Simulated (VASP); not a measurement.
Ga2O3: single point with r2SCAN

Crystal: Ga2O3.

```xyz
10
Lattice="2.4923 1.4389 4.4806 -2.4923 1.4389 4.4806 0.0000 -2.8778 4.4806" Properties=species:S:1:pos:R:3 pbc="T T T"
Ga    0.0000    0.0000    1.9436
Ga    0.0000    0.0000    4.7774
Ga    0.0000    0.0000    8.6645
Ga    0.0000    0.0000   11.4983
O     0.9788    1.4389    7.8411
O    -0.7567    1.5672    5.6008
O     0.7567   -1.5672    7.8411
O    -1.7356    0.1283    7.8411
O     1.7356   -0.1283    5.6008
O    -0.9788   -1.4389    5.6008
```

| Item | Value |
| --- | --- |
| Program | VASP 6.6.1 |
| Task | single point |
| Functional | r2SCAN |
| Potentials or basis | VASP PAW PBE potentials, release 64 (Ga_d, O) |
| Cutoff | 520 eV |
| k mesh | 6 × 6 × 6 |
| Occupations | gaussian, width 0.01 eV |
| Spin | no spin polarisation |

```
Pressure               : 1.9 GPa
Largest force          : 0.039 eV/Å
Band gap on the k mesh : 3.54 eV (least direct gap 3.80 eV)
```

Forces on the atoms (eV/Å):
```
Ga   0.000  0.000  0.030
Ga   0.000  0.000 -0.030
Ga   0.000  0.000  0.030
Ga   0.000  0.000 -0.030
O    0.039  0.000  0.000
O    0.020  0.034  0.000
O   -0.020 -0.034  0.000
O   -0.020  0.034  0.000
O    0.020 -0.034  0.000
O   -0.039  0.000  0.000
```

Stress tensor (GPa, compression positive):
```
2.13 0.00 0.00
0.00 2.13 0.00
0.00 0.00 1.47
```

Levels at points of the mesh, in eV from the valence-band top:
```
           k point  band 41  band 42  band 43  band 44  band 45  band 46  band 47  band 48
(0.00, 0.00, 0.00)    -0.31    -0.31    -0.26    -0.26     3.54     7.50     7.66     9.78
(0.50, 0.00, 0.00)    -1.00    -1.00    -0.16    -0.16     7.21     7.21     7.54     7.54
(0.50, 0.50, 0.00)    -0.87    -0.70    -0.25    -0.14     7.37     7.56     8.43     8.58
(0.50, 0.50, 0.50)    -0.30    -0.30    -0.30    -0.30     6.64     6.64     8.72     8.72
```

Wall time 18 min on 1 thread of AMD EPYC 7R43 64-Core Processor (Zen 3) (shared host), peak memory 0.29 GiB.

Caveat: the PAW data sets were made with another functional, which shifts forces and pressure a little. A k mesh can miss the band edges.
